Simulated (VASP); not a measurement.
A run of VASP 6.6.1 is set up as follows.

INCAR

```
SYSTEM = BaBi6O10
PREC = Accurate
ENCUT = 520
EDIFF = 1E-6
ISMEAR = -1
SIGMA = 0.2111
LREAL = Auto
LASPH = .True.
NELM = 100
ALGO = Normal
ISIF = 2
LWAVE = .False.
LCHARG = .False.
GGA = PE
NBANDS = 94
```

File KPOINTS:

```
regular mesh
0
Gamma
  3 3 3
  0 0 0
```

The input POSCAR:

```
BaBi6O10
1.0
    6.8988500000      0.3663110000     -0.3031620000
    0.3663110000      6.5432810000      0.0645600000
   -0.3031620000      0.0645600000      6.7022220000
Bi O Ba
6 10 1
Direct
    0.4687465222      0.8819529035      0.9618700576
    0.5870244336      0.0540004635      0.5091655668
    0.5582703661      0.3881690809      0.9646387807
    0.0662313933      0.0679142278      0.1702180516
    0.3943271304      0.5719533682      0.4689458226
    0.8075952762      0.6377366173      0.2886792618
    0.8831003685      0.3582766384      0.0329076958
    0.5275098818      0.3624438859      0.2605303727
    0.4317967321      0.8761003430      0.3155268407
    0.1024820874      0.6555859651      0.2661487954
    0.9708411598      0.8669297649      0.5347969759
    0.3985764916      0.8910189220      0.6373089857
    0.1708531841      0.8873817463      0.9252373238
    0.3300975672      0.2635104306      0.5728415540
    0.7237897946      0.4938485304      0.6383519063
    0.7931458654      0.9549705033      0.0957594216
    0.0018361784      0.2052279529      0.6999991863
```

Potentials or basis: VASP PAW PBE potentials, release 64 (Bi_d, O, Ba_sv).

The run is started by

```console
$ cat potpaw_PBE.64/Bi_d/POTCAR potpaw_PBE.64/O/POTCAR potpaw_PBE.64/Ba_sv/POTCAR > POTCAR
$ mpirun -np 1 vasp_std > vasp.out
```

(1) Predict the largest force.

(2) Predict the pressure.

## Answers

(1) 3.407 eV/Å.

(2) 9.2 GPa.
